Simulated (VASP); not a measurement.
# Al2O3 (R-3c) in VASP: a series of runs

The runs below take Al2O3 through single point, with PBE.

Program: VASP 6.6.1. These are calculated values, not measurements. Logs are shortened: lines on timing, memory, paths and dates and some standing lists are left out, and cuts for length are marked.

## Step 1: The cell of the first run

It takes space group R-3c (No. 167, trigonal). Conventional cell: a = 5.052 Å, b = 5.052 Å, c = 13.787 Å, α = 90.00°, β = 90.00°, γ = 120.00°. Within 2.6 Å of Al (site symmetry 3) lie 6 O at 1.97 to 2.09 Å. Within 2.9 Å of O (site symmetry 2) lie 4 Al at 1.97 to 2.09 Å and 8 O at 2.68 to 2.89 Å.

## Step 2: Single point, PBE (10.16 Å³/atom)

Contents of INCAR:

```
ALGO = Normal
EDIFF = 1E-7
ENCUT = 520
GGA = PE
ISIF = 2
ISMEAR = 0
LASPH = True
LCHARG = False
LREAL = False
LWAVE = False
NBANDS = 35
NELM = 100
PREC = Accurate
SIGMA = 0.05
```

Contents of KPOINTS:

```
k-points
0
Gamma
  6 6 6
```

Contents of POSCAR:

```
Al2O3
1.0
    2.5260252105      1.4584013352      4.5956000365
   -2.5260252105      1.4584013352      4.5956000365
    0.0000000000     -2.9168026705      4.5956000365
Al O
4 6
Direct
    0.8521293568      0.8521293568      0.8521293568
    0.6478706432      0.6478706432      0.6478706432
    0.1478706432      0.1478706432      0.1478706432
    0.3521293568      0.3521293568      0.3521293568
    0.0561574040      0.4438425960      0.7500000000
    0.7500000000      0.0561574040      0.4438425960
    0.4438425960      0.7500000000      0.0561574040
    0.9438425960      0.5561574040      0.2500000000
    0.2500000000      0.9438425960      0.5561574040
    0.5561574040      0.2500000000      0.9438425960
```

Potentials or basis: VASP PAW PBE potentials, release 64 (Al, O).

Run with:

```bash
$ cat potpaw_PBE.64/Al/POTCAR potpaw_PBE.64/O/POTCAR > POTCAR
$ mpirun -np 1 vasp_std > vasp.out
```

OUTCAR:

```text
EDIFF = 1E-7
   ENCUT = 520
   GGA = PE
   ISIF = 2
   ISMEAR = 0
   LASPH = True
   LREAL = False
   NELM = 100
   PREC = Accurate

 ion  position               nearest neighbor table
   1  0.852  0.852  0.852-   9 1.97   8 1.97  10 1.97   7 2.09   6 2.09   5 2.09   2 2.82   3 2.96
                             3 2.96   3 2.96
   2  0.648  0.648  0.648-  10 1.97   8 1.97   9 1.97   6 2.09   7 2.09   5 2.09   1 2.82   4 2.96
                             4 2.96   4 2.96
   3  0.148  0.148  0.148-   6 1.97   5 1.97   7 1.97  10 2.09   9 2.09   8 2.09   4 2.82   1 2.96
                             1 2.96   1 2.96
   4  0.352  0.352  0.352-   7 1.97   5 1.97   6 1.97   9 2.09  10 2.09   8 2.09   3 2.82   2 2.96
                             2 2.96   2 2.96
   5  0.056  0.444  0.750-   3 1.97   4 1.97   1 2.09   2 2.09
   6  0.750  0.056  0.444-   3 1.97   4 1.97   2 2.09   1 2.09
   7  0.444  0.750  0.056-   4 1.97   3 1.97   1 2.09   2 2.09
   8  0.944  0.556  0.250-   1 1.97   2 1.97   3 2.09   4 2.09
   9  0.250  0.944  0.556-   1 1.97   2 1.97   4 2.09   3 2.09
  10  0.556  0.250  0.944-   2 1.97   1 1.97   3 2.09   4 2.09

  LATTYP: Found a trigonal (rhomboedric) cell.
 ALAT       =     5.4430944796
 COS(alpha) =     0.5692615792

  Lattice vectors:

 A1 = (   2.5260252105,   1.4584013352,   4.5956000365)
 A2 = (  -2.5260252105,   1.4584013352,   4.5956000365)
 A3 = (   0.0000000000,  -2.9168026705,   4.5956000365)

Analysis of symmetry for initial positions (statically):
=====================================================================
 Subroutine PRICEL returns:
 Original cell was already a primitive cell.

 Routine SETGRP: Setting up the symmetry group for a
 trigonal (rhombohedral) supercell.

 Subroutine GETGRP returns: Found 12 space group operations
 (whereof  6 operations were pure point group operations)
 out of a pool of 12 trial point group operations.

The static configuration has the point symmetry S_6 .
 The point group associated with its full space group is D_3d.

Analysis of symmetry for dynamics (positions and initial velocities):
=====================================================================
 Subroutine PRICEL returns:
 Original cell was already a primitive cell.

 Routine SETGRP: Setting up the symmetry group for a
 trigonal (rhombohedral) supercell.

 Subroutine GETGRP returns: Found 12 space group operations
 (whereof  6 operations were pure point group operations)
 out of a pool of 12 trial point group operations.

The dynamic configuration has the point symmetry S_6 .
 The point group associated with its full space group is D_3d.

 Subroutine INISYM returns: Found 12 space group operations
 (whereof  6 operations are pure point group operations),
 and found     1 'primitive' translations

----------------------------------------------------------------------------------------

                                     Primitive cell

  volume of cell :     101.5800

  direct lattice vectors                    reciprocal lattice vectors
     2.526025210  1.458401335  4.595600036     0.197939434  0.114280385  0.072533147
    -2.526025210  1.458401335  4.595600036    -0.197939434  0.114280385  0.072533147
     0.000000000 -2.916802671  4.595600036     0.000000000 -0.228560771  0.072533147

  length of vectors
     5.443094480  5.443094480  5.443094480     0.239793835  0.239793835  0.239793835

  position of ions in fractional coordinates (direct lattice)
     0.852129357  0.852129357  0.852129357
     0.647870643  0.647870643  0.647870643
     0.147870643  0.147870643  0.147870643
     0.352129357  0.352129357  0.352129357
     0.056157404  0.443842596  0.750000000
     0.750000000  0.056157404  0.443842596
     0.443842596  0.750000000  0.056157404
     0.943842596  0.556157404  0.250000000
     0.250000000  0.943842596  0.556157404
     0.556157404  0.250000000  0.943842596

  ion indices of the primitive-cell ions
   primitive index   ion index
                 1           1
                 2           2
                 3           3
                 4           4
                 5           5
                 6           6
                 7           7
                 8           8
                 9           9
                10          10

----------------------------------------------------------------------------------------

 KPOINTS: k-points

Automatic generation of k-mesh.
 Grid dimensions read from file:
 generate k-points for:    6    6    6

 Generating k-lattice:

  Cartesian coordinates                     Fractional coordinates (reciprocal lattice)
     0.032989906  0.019046731  0.012088858     0.166666667  0.000000000  0.000000000
    -0.032989906  0.019046731  0.012088858     0.000000000  0.166666667  0.000000000
     0.000000000 -0.038093462  0.012088858     0.000000000  0.000000000  0.166666667

  Length of vectors
     0.039965639  0.039965639  0.039965639

  Shift w.r.t. Gamma in fractional coordinates (k-lattice)
     0.000000000  0.000000000  0.000000000

 Subroutine IBZKPT returns following result:
 ===========================================

 Found     32 irreducible k-points:

 Following reciprocal coordinates:
            Coordinates               Weight
  0.000000  0.000000  0.000000      1.000000
  0.166667 -0.000000 -0.000000      6.000000
  0.333333  0.000000 -0.000000      6.000000
  0.500000 -0.000000  0.000000      3.000000
  0.166667  0.166667 -0.000000      6.000000
  0.333333  0.166667  0.000000     12.000000
[... 16 lines left out ...]
  0.500000  0.500000  0.166667      6.000000
 -0.333333  0.500000  0.166667     12.000000
 [... further k-points ...]
   k-points           NKPTS =     32   k-points in BZ     NKDIM =     32   number of bands    NBANDS=     35
   number of dos      NEDOS =    301   number of ions     NIONS =     10
   total plane-waves  NPLWV =  64000
   dimension x,y,z NGX =    40 NGY =   40 NGZ =   40
   dimension x,y,z NGXF=    80 NGYF=   80 NGZF=   80
   ions per type =               4   6
   NGX,Y,Z   is equivalent  to a cutoff of  12.22, 12.22, 12.22 a.u.
   NGXF,Y,Z  is equivalent  to a cutoff of  24.43, 24.43, 24.43 a.u.
 SYSTEM =  unknown system
   PREC   = accura    normal or accurate (medium, high low for compatibility)
   ISTART =      0    job   : 0-new  1-cont  2-samecut
   ICHARG =      2    charge: 1-file 2-atom 10-const
   ISPIN  =      1    spin polarized calculation?
   LNONCOLLINEAR =      F non collinear calculations
   LSORBIT =      F    spin-orbit coupling
   LASPH  =      T    aspherical Exc in radial PAW
   ENCUT  =  520.0 eV  38.22 Ry    6.18 a.u.  10.12 10.12 10.12*2*pi/ulx,y,z
   NELM   =    100;   NELMIN=  2; NELMDL= -5     # of ELM steps
   EDIFF  = 0.1E-06   stopping-criterion for ELM
   LREAL  =      F    real-space projection
   EDIFFG = 0.1E-05   stopping-criterion for IOM
   NSW    =      0    number of steps for IOM
   IBRION =     -1    ionic relax: 0-MD 1-quasi-New 2-CG
   NFREE  =      0    steps in history (QN), initial steepest desc. (CG)
   ISIF   =      2    stress and relaxation
   ISYM   =      2    0-nonsym 1-usesym 2-fastsym
   POTIM  = 0.5000    time-step for ionic-motion
   TEBEG  =    0.0;   TEEND  =   0.0 temperature during run
   PSTRESS=    0.0 pullay stress
   NELECT =      48.0000    total number of electrons
   NUPDOWN=      -1.0000    fix difference up-down
   EMIN   =  10.00;   EMAX   =-10.00  energy-range for DOS
   EFERMI =   0.00;   METHOD = LEGACY
   ISMEAR =     0;   SIGMA  =   0.05  broadening in eV -4-tet -1-fermi 0-gaus
   EFERMI_NEDOS =   21; number of points for ismear=-14 and -15
   IALGO  =     38    algorithm
   IMIX   =      4    mixing-type and parameters
     AMIX     =   0.40;   BMIX     =  1.00
     AMIX_MAG =   1.60;   BMIX_MAG =  1.00
  volume/ion in A,a.u.               =      10.16        68.55
  Fermi-wavevector in a.u.,A,eV,Ry     =   1.275124  2.409635 22.122282  1.625942
  Thomas-Fermi vector in A             =   2.407854
   LORBIT       =      0    0 simple, 1 ext, 2 COOP (PROOUT), +10 PAW based schemes
   GGA     = PE    functional components
   LHFCALC =     F    Hartree Fock is set to
   AEXX    =    0.0000 exact exchange contribution
   IVDW    =     0    specifies the selected vdW correction
   LEPSILON=     F    determine dielectric tensor
   LRPA    =     F    only Hartree local field effects (RPA)
 non-spin polarized calculation
 Gauss-broadening in eV      SIGMA  =   0.05
  energy-cutoff  :      520.00
  volume of cell :      101.58
 maximum number of plane-waves:      2759
   NGX = 21   NGY = 21   NGZ = 21

 number of electron      48.0000003 magnetization

 Free energy of the ion-electron system (eV)
  ---------------------------------------------------
  ext. energy  EPLUGINS =         0.00000000
  ---------------------------------------------------
  free energy    TOTEN  =       -73.56791763 eV

  energy without entropy =      -73.56791763  energy(sigma->0) =      -73.56791763

 E-fermi :   4.5327     XC(G=0): -10.8353

 val. band max:        4.2867244893   @ k =  -0.1667   0.1667   0.0000
 cond. band min:       8.4020853907   @ k =   0.0000   0.0000   0.0000
 fundamental gap:      4.1153609014
 Fermi energy:         4.5326834514

 k-point     1 :       0.0000    0.0000    0.0000
  band No.  band energies     occupation
      1     -13.7229      2.00000
      2     -12.0124      2.00000
      3     -11.8229      2.00000
      4     -11.8229      2.00000
      5     -11.5747      2.00000
      6     -11.5747      2.00000
[... 27 lines left out ...]
     34      15.5965      0.00000
     35      16.8857      0.00000

 k-point     2 :       0.1667   -0.0000   -0.0000
  band No.  band energies     occupation
      1     -13.6126      2.00000
      2     -12.0631      2.00000
      3     -11.8734      2.00000
      4     -11.8396      2.00000
      5     -11.6246      2.00000
      6     -11.5837      2.00000
[... 27 lines left out ...]
     34      16.0107      0.00000
     35      16.7229      0.00000

 k-point     3 :       0.3333    0.0000   -0.0000
  band No.  band energies     occupation
      1     -13.3021      2.00000
      2     -12.3855      2.00000
      3     -11.8543      2.00000
      4     -11.8279      2.00000
      5     -11.7300      2.00000
      6     -11.6308      2.00000
[... 27 lines left out ...]
     34      16.2549      0.00000
     35      16.4406      0.00000

 k-point     4 :       0.5000   -0.0000    0.0000
  band No.  band energies     occupation
      1     -12.8553      2.00000
      2     -12.8553      2.00000
      3     -11.8204      2.00000
      4     -11.8204      2.00000
      5     -11.7233      2.00000
      6     -11.7233      2.00000
[... 27 lines left out ...]
     34      15.9424      0.00000
     35      16.4769      0.00000

 k-point     5 :       0.1667    0.1667   -0.0000
  band No.  band energies     occupation
      1     -13.5826      2.00000
      2     -12.0670      2.00000
      3     -11.9006      2.00000
      4     -11.8345      2.00000
      5     -11.6693      2.00000
      6     -11.5652      2.00000
[... 638 lines left out ...]
 k-point    22 :      -0.1667    0.3333    0.1667
  band No.  band energies     occupation
      1     -13.0589      2.00000
      2     -12.3747      2.00000
      3     -12.0800      2.00000
      4     -11.9641      2.00000
      5     -11.7349      2.00000
      6     -11.6172      2.00000
[... 27 lines left out ...]
     34      16.1092      0.00000
     35      16.5363      0.00000

 k-point    23 :       0.5000    0.5000    0.1667
  band No.  band energies     occupation
      1     -12.9469      2.00000
      2     -12.4316      2.00000
      3     -12.1735      2.00000
      4     -12.0203      2.00000
      5     -11.7493      2.00000
      6     -11.5455      2.00000
[... 27 lines left out ...]
     34      16.4134      0.00000
     35      16.6148      0.00000

 k-point    24 :      -0.3333    0.5000    0.1667
  band No.  band energies     occupation
      1     -12.7422      2.00000
      2     -12.4684      2.00000
      3     -12.2783      2.00000
      4     -12.1280      2.00000
      5     -11.7140      2.00000
      6     -11.5661      2.00000
[... 27 lines left out ...]
     34      16.3039      0.00000
     35      16.5087      0.00000

 [... further k-points ...]

------------------------ aborting loop because EDIFF is reached ----------------------------------------

  FORCE on cell =-STRESS in cart. coord.  units (eV):
  Direction    XX          YY          ZZ          XY          YZ          ZX
  --------------------------------------------------------------------------------------
  -------------------------------------------------------------------------------------
  Total      -16.5268965    -16.5268965    -15.3458206      0.0000000      0.0000000      0.0000000
  in kB     -260.6715787   -260.6715787   -242.0429801      0.0000000      0.0000000      0.0000000
  external PRESSURE =    -254.4620459 kB  Pullay stress =       0.0000000 kB

 VOLUME and BASIS-vectors are now :
 -----------------------------------------------------------------------------
  energy-cutoff  :      520.00
  volume of cell :      101.58
      direct lattice vectors                 reciprocal lattice vectors
     2.526025210  1.458401335  4.595600036     0.197939434  0.114280385  0.072533147
    -2.526025210  1.458401335  4.595600036    -0.197939434  0.114280385  0.072533147
     0.000000000 -2.916802671  4.595600036     0.000000000 -0.228560771  0.072533147

 POSITION                                       TOTAL-FORCE (eV/Angst)
 -----------------------------------------------------------------------------------
      0.00000     -0.00000     11.74814        -0.000000     -0.000000      0.056254
      0.00000     -0.00000      8.93206        -0.000000      0.000000     -0.056254
      0.00000     -0.00000      2.03866        -0.000000      0.000000     -0.056254
      0.00000     -0.00000      4.85474        -0.000000     -0.000000      0.056254
     -0.97930     -1.45840      5.74450        -0.123900     -0.000000     -0.000000
      1.75266     -0.11890      5.74450         0.061950     -0.107301     -0.000000
     -0.77336      1.57730      5.74450         0.061950      0.107301     -0.000000
      0.97930      1.45840      8.04230         0.123900     -0.000000     -0.000000
     -1.75266      0.11890      8.04230        -0.061950      0.107301     -0.000000
      0.77336     -1.57730      8.04230        -0.061950     -0.107301     -0.000000
 -----------------------------------------------------------------------------------
    total drift:                               -0.000000      0.000000      0.000000

  FREE ENERGIE OF THE ION-ELECTRON SYSTEM (eV)
  ---------------------------------------------------
  free  energy   TOTEN  =       -73.5679176307 eV

  energy  without entropy=      -73.5679176307  energy(sigma->0) =      -73.56791763
```

Run time: 2.4 min. Hardware: 1 thread of Intel Xeon 8259CL, shared host; peak memory 0.27 GiB.

Results:

```
Free energy            : -73.5679 eV
Pressure               : -25.4 GPa
Largest force          : 0.124 eV/Å
Band gap on the k mesh : 4.12 eV (least direct gap 4.13 eV)
```

Forces in eV/Å, atoms in the order of the input:
```
Al   0.000  0.000  0.056
Al   0.000  0.000 -0.056
Al   0.000  0.000 -0.056
Al   0.000  0.000  0.056
O   -0.124  0.000  0.000
O    0.062 -0.107  0.000
O    0.062  0.107  0.000
O    0.124  0.000  0.000
O   -0.062  0.107  0.000
O   -0.062 -0.107  0.000
```

Levels at points of the mesh, in eV from the valence-band top:
```csv
k point,band 22,band 23,band 24,band 25,band 26,band 27
"(0.00, 0.00, 0.00)",-0.02,-0.02,-0.01,4.12,7.78,8.57
"(0.50, 0.00, 0.00)",-0.67,-0.17,-0.17,7.40,7.40,7.99
"(0.50, 0.50, 0.00)",-0.73,-0.54,-0.16,7.53,7.98,8.55
"(0.50, 0.50, 0.50)",-0.27,-0.27,-0.27,6.77,6.77,9.45
```

Caveat: the cell stands under tension. A hybrid or GW would open this gap; PBE tends to underestimate it.

[end of part 1 of 2]
